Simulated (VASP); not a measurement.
# Mg (I4/mmm) in VASP: notebook

Runs on Mg. Level: PBEsol. Tasks: electric field gradients.

All numbers are computed with VASP 6.6.1; they aren't measurements. Logs are shortened: lines on timing, memory, paths and dates and some standing lists are left out, and cuts for length are marked.

### Step 1. The cell of the first run

Symmetry: I4/mmm, No. 139, tetragonal system. The conventional cell has a = 2.864 Å, b = 2.864 Å, c = 2.953 Å, α = 90.00°, β = 90.00°, γ = 90.00°. Within 3.3 Å of Mg (site symmetry 4/mmm) lie 14 Mg at 2.51 to 2.95 Å.

### Step 2. Electric field gradients, PBEsol (equal xx and yy strain of -3 %)

INCAR

```
PREC = Accurate
ENCUT = 520
EDIFF = 1E-8
ISMEAR = -1
SIGMA = 0.05
LREAL = False
LASPH = True
NELM = 60
ALGO = Normal
ISIF = 2
LWAVE = False
LCHARG = False
GGA = PS
LEFG = True
NBANDS = 7
```

KPOINTS

```
regular mesh
0
Gamma
  16 16 16
```

POSCAR

```
Mg
1.0
   -1.4322050000      1.4322050000      1.4765000000
    1.4322050000     -1.4322050000      1.4765000000
    1.4322050000      1.4322050000     -1.4765000000
Mg
1
Direct
    0.0000000000      0.0000000000      0.0000000000
```

Potentials or basis: VASP PAW PBE potentials, release 64 (Mg).

Launch:

```
$ cat potpaw_PBE.64/Mg/POTCAR > POTCAR
$ mpirun -np 1 vasp_std > vasp.out
```

OUTCAR:

```text
PREC = Accurate
   ENCUT = 520
   EDIFF = 1E-8
   ISMEAR = -1
   LREAL = False
   LASPH = True
   NELM = 60
   ISIF = 2
   GGA = PS

 ion  position               nearest neighbor table
   1  0.000  0.000  0.000-

  LATTYP: Found a body centered tetragonal cell.
 ALAT       =     2.8644100000
 C/A-ratio  =     1.0309278351

  Lattice vectors:

 A1 = (  -1.4322050000,   1.4322050000,   1.4765000000)
 A2 = (   1.4322050000,  -1.4322050000,   1.4765000000)
 A3 = (   1.4322050000,   1.4322050000,  -1.4765000000)

Analysis of symmetry for initial positions (statically):
=====================================================================
 Subroutine PRICEL returns:
 Original cell was already a primitive cell.

 Routine SETGRP: Setting up the symmetry group for a
 body centered tetragonal supercell.

 Subroutine GETGRP returns: Found 16 space group operations
 (whereof 16 operations were pure point group operations)
 out of a pool of 16 trial point group operations.

The static configuration has the point symmetry D_4h.

Analysis of symmetry for dynamics (positions and initial velocities):
=====================================================================
 Subroutine PRICEL returns:
 Original cell was already a primitive cell.

 Routine SETGRP: Setting up the symmetry group for a
 body centered tetragonal supercell.

 Subroutine GETGRP returns: Found 16 space group operations
 (whereof 16 operations were pure point group operations)
 out of a pool of 16 trial point group operations.

The dynamic configuration has the point symmetry D_4h.

 Subroutine INISYM returns: Found 16 space group operations
 (whereof 16 operations are pure point group operations),
 and found     1 'primitive' translations

----------------------------------------------------------------------------------------

                                     Primitive cell

  volume of cell :      12.1145

  direct lattice vectors                    reciprocal lattice vectors
    -1.432205000  1.432205000  1.476500000     0.000000000  0.349112034  0.338638673
     1.432205000 -1.432205000  1.476500000     0.349112034  0.000000000  0.338638673
     1.432205000  1.432205000 -1.476500000     0.349112034  0.349112034  0.000000000

  length of vectors
     2.506486500  2.506486500  2.506486500     0.486369574  0.486369574  0.493718973

  position of ions in fractional coordinates (direct lattice)
     0.000000000  0.000000000  0.000000000

  ion indices of the primitive-cell ions
   primitive index   ion index
                 1           1

----------------------------------------------------------------------------------------

 KPOINTS: regular mesh

Automatic generation of k-mesh.
 Grid dimensions read from file:
 generate k-points for:   16   16   16

 Generating k-lattice:

  Cartesian coordinates                     Fractional coordinates (reciprocal lattice)
     0.000000000  0.021819502  0.021164917     0.062500000  0.000000000 -0.000000000
     0.021819502  0.000000000  0.021164917     0.000000000  0.062500000 -0.000000000
     0.021819502  0.021819502  0.000000000     0.000000000  0.000000000  0.062500000

  Length of vectors
     0.030398098  0.030398098  0.030857436

  Shift w.r.t. Gamma in fractional coordinates (k-lattice)
     0.000000000  0.000000000  0.000000000

 Subroutine IBZKPT returns following result:
 ===========================================

 Found    349 irreducible k-points:

 Following reciprocal coordinates:
            Coordinates               Weight
  0.000000  0.000000  0.000000      1.000000
  0.062500  0.000000 -0.000000      8.000000
  0.125000  0.000000 -0.000000      8.000000
  0.187500  0.000000 -0.000000      8.000000
  0.250000  0.000000 -0.000000      8.000000
  0.312500  0.000000 -0.000000      8.000000
[... 16 lines left out ...]
 -0.125000  0.062500  0.000000     16.000000
 -0.062500  0.062500  0.000000      4.000000
 [... further k-points ...]
   k-points           NKPTS =    349   k-points in BZ     NKDIM =    349   number of bands    NBANDS=      7
   number of dos      NEDOS =    301   number of ions     NIONS =      1
   total plane-waves  NPLWV =   8000
   dimension x,y,z NGX =    20 NGY =   20 NGZ =   20
   dimension x,y,z NGXF=    40 NGYF=   40 NGZF=   40
   ions per type =               1
   NGX,Y,Z   is equivalent  to a cutoff of  13.27, 13.27, 13.27 a.u.
   NGXF,Y,Z  is equivalent  to a cutoff of  26.53, 26.53, 26.53 a.u.
 SYSTEM =  unknown system
   PREC   = accura    normal or accurate (medium, high low for compatibility)
   ISTART =      0    job   : 0-new  1-cont  2-samecut
   ICHARG =      2    charge: 1-file 2-atom 10-const
   ISPIN  =      1    spin polarized calculation?
   LNONCOLLINEAR =      F non collinear calculations
   LSORBIT =      F    spin-orbit coupling
   LASPH  =      T    aspherical Exc in radial PAW
   ENCUT  =  520.0 eV  38.22 Ry    6.18 a.u.   4.66  4.66  4.66*2*pi/ulx,y,z
   NELM   =     60;   NELMIN=  2; NELMDL= -5     # of ELM steps
   EDIFF  = 0.1E-07   stopping-criterion for ELM
   LREAL  =      F    real-space projection
   EDIFFG = 0.1E-06   stopping-criterion for IOM
   NSW    =      0    number of steps for IOM
   IBRION =     -1    ionic relax: 0-MD 1-quasi-New 2-CG
   NFREE  =      0    steps in history (QN), initial steepest desc. (CG)
   ISIF   =      2    stress and relaxation
   ISYM   =      2    0-nonsym 1-usesym 2-fastsym
   POTIM  = 0.5000    time-step for ionic-motion
   TEBEG  =    0.0;   TEEND  =   0.0 temperature during run
   PSTRESS=    0.0 pullay stress
   NELECT =       2.0000    total number of electrons
   NUPDOWN=      -1.0000    fix difference up-down
   EMIN   =  10.00;   EMAX   =-10.00  energy-range for DOS
   EFERMI =   0.00;   METHOD = LEGACY
   ISMEAR =    -1;   SIGMA  =   0.05  broadening in eV -4-tet -1-fermi 0-gaus
   EFERMI_NEDOS =   21; number of points for ismear=-14 and -15
   IALGO  =     38    algorithm
   IMIX   =      4    mixing-type and parameters
     AMIX     =   0.40;   BMIX     =  1.00
     AMIX_MAG =   1.60;   BMIX_MAG =  1.00
  volume/ion in A,a.u.               =      12.11        81.75
  Fermi-wavevector in a.u.,A,eV,Ry     =   0.898084  1.697132 10.973842  0.806555
  Thomas-Fermi vector in A             =   2.020749
   LORBIT       =      0    0 simple, 1 ext, 2 COOP (PROOUT), +10 PAW based schemes
   GGA     = PS    functional components
   LHFCALC =     F    Hartree Fock is set to
   AEXX    =    0.0000 exact exchange contribution
   IVDW    =     0    specifies the selected vdW correction
   LEPSILON=     F    determine dielectric tensor
   LRPA    =     F    only Hartree local field effects (RPA)
 non-spin polarized calculation
  energy-cutoff  :      520.00
  volume of cell :       12.11
 maximum number of plane-waves:       337
   NGX =  9   NGY =  9   NGZ =  9

 number of electron       2.0000000 magnetization

 Free energy of the ion-electron system (eV)
  ---------------------------------------------------
  ext. energy  EPLUGINS =         0.00000000
  ---------------------------------------------------
  free energy    TOTEN  =        -0.20818542 eV

  energy without entropy =       -0.20580824  energy(sigma->0) =       -0.20699683

 E-fermi :   7.0311     XC(G=0): -10.8206

 val. band max:        7.0292714023   @ k =   0.3750   0.1875   0.0625
 cond. band min:       7.0384718618   @ k =   0.3125   0.3125   0.0625
 fundamental gap:      0.0092004595
 Fermi energy:         7.0310807567

 k-point     1 :       0.0000    0.0000    0.0000
  band No.  band energies     occupation
      1      -3.1463      2.00000
      2      24.6763      0.00000
      3      24.6763      0.00000
      4      25.5946      0.00000
      5      27.3373      0.00000
      6      28.3611      0.00000
      7      29.2694      0.00000

 k-point     2 :       0.0625    0.0000   -0.0000
  band No.  band energies     occupation
      1      -3.0055      2.00000
      2      23.4048      0.00000
      3      24.1855      0.00000
      4      25.2203      0.00000
      5      26.3873      0.00000
      6      27.3157      0.00000
      7      30.4605      0.00000
[... 201 lines left out ...]
 k-point    23 :      -0.1250    0.0625    0.0000
  band No.  band energies     occupation
      1      -2.7165      2.00000
      2      21.8892      0.00000
      3      22.7308      0.00000
      4      24.4251      0.00000
      5      25.9364      0.00000
      6      27.2232      0.00000
      7      30.6906      0.00000

 k-point    24 :      -0.0625    0.0625    0.0000
  band No.  band energies     occupation
      1      -3.0012      2.00000
      2      23.8681      0.00000
      3      24.1993      0.00000
      4      24.5210      0.00000
      5      26.5457      0.00000
      6      27.2177      0.00000
      7      30.3630      0.00000

 [... further k-points ...]

------------------------ aborting loop because EDIFF is reached ----------------------------------------

  FORCE on cell =-STRESS in cart. coord.  units (eV):
  Direction    XX          YY          ZZ          XY          YZ          ZX
  --------------------------------------------------------------------------------------
  -------------------------------------------------------------------------------------
  Total        5.8746098      5.8746098      5.6616951      0.0000000      0.0000000      0.0000000
  in kB      776.9369792    776.9369792    748.7782930      0.0000000      0.0000000      0.0000000
  external PRESSURE =     767.5507505 kB  Pullay stress =       0.0000000 kB

 VOLUME and BASIS-vectors are now :
 -----------------------------------------------------------------------------
  energy-cutoff  :      520.00
  volume of cell :       12.11
      direct lattice vectors                 reciprocal lattice vectors
    -1.432205000  1.432205000  1.476500000     0.000000000  0.349112034  0.338638673
     1.432205000 -1.432205000  1.476500000     0.349112034  0.000000000  0.338638673
     1.432205000  1.432205000 -1.476500000     0.349112034  0.349112034  0.000000000

 POSITION                                       TOTAL-FORCE (eV/Angst)
 -----------------------------------------------------------------------------------
      0.00000      0.00000      0.00000        -0.000000      0.000000      0.000000
 -----------------------------------------------------------------------------------
    total drift:                                0.000000      0.000000     -0.000000

  FREE ENERGIE OF THE ION-ELECTRON SYSTEM (eV)
  ---------------------------------------------------
  free  energy   TOTEN  =        -0.2081854201 eV

  energy  without entropy=       -0.2058082384  energy(sigma->0) =       -0.20699683

 Electric field gradients (V/A^2)
---------------------------------------------------------------------
 ion       V_xx      V_yy      V_zz      V_xy      V_xz      V_yz
---------------------------------------------------------------------
   1      -1.020    -1.020     2.039     0.000     0.000     0.000
---------------------------------------------------------------------

 Electric field gradients after diagonalization (V/A^2)
 (convention: |V_zz| > |V_xx| > |V_yy|)
----------------------------------------------------------------------
 ion       V_xx      V_yy      V_zz     asymmetry (V_yy - V_xx)/ V_zz
----------------------------------------------------------------------
   1      -1.020    -1.020     2.039       0.000
----------------------------------------------------------------------

           NMR quadrupolar parameters

 Cq : quadrupolar parameter    Cq=e*Q*V_zz/h
 eta: asymmetry parameters     (V_yy - V_xx)/ V_zz
 Q  : nuclear electric quadrupole moment in mb (millibarn)
----------------------------------------------------------------------
 ion       Cq(MHz)       eta       Q (mb)
----------------------------------------------------------------------
   1       0.005       0.000       1.000
----------------------------------------------------------------------
```

It took 13 s on 1 thread of Intel Xeon Platinum 8375C at 2.90GHz (Ice Lake), shared host; peak memory 0.15 GiB.

What came out:

```
Free energy                             : -0.2082 eV
Pressure                                : 76.8 GPa
Band gap on the k mesh                  : zero (bands 1 and 2 overlap by 4.62 eV)
Largest electric field gradient by atom : Mg +2.0 V/Å²
```

Stress tensor (GPa, compression positive):
```
77.69  0.00  0.00
 0.00 77.69  0.00
 0.00  0.00 74.88
```

Levels at points of the mesh, in eV from the Fermi level:
```
           k point  band 1  band 2  band 3  band 4  band 5
(0.00, 0.00, 0.00)  -10.18   17.65   17.65   18.56   20.31
(0.50, 0.00, 0.00)   -2.47   -1.01   11.36   15.45   16.16
(0.50, 0.50, 0.00)   -2.23   -0.80   10.56   14.71   15.30
(0.50, 0.50, 0.50)    3.60    4.09    5.76    6.87    6.87
```

Electric field gradients, principal values (V/Å²):
| atom | least | middle | greatest (by size) |
| --- | --- | --- | --- |
| 1 Mg | -1.020 | -1.020 | 2.039 |

Caveat: the cell differs from its parent crystal (equal xx and yy strain of -3 %); the cell stands under pressure; without QUAD_EFG the Cq values of the log hold for a quadrupole moment of 1 mb, not for the nuclei; the PAW data sets were made with another functional, which shifts forces and pressure a little.

(Part 1 of 2 ends here.)
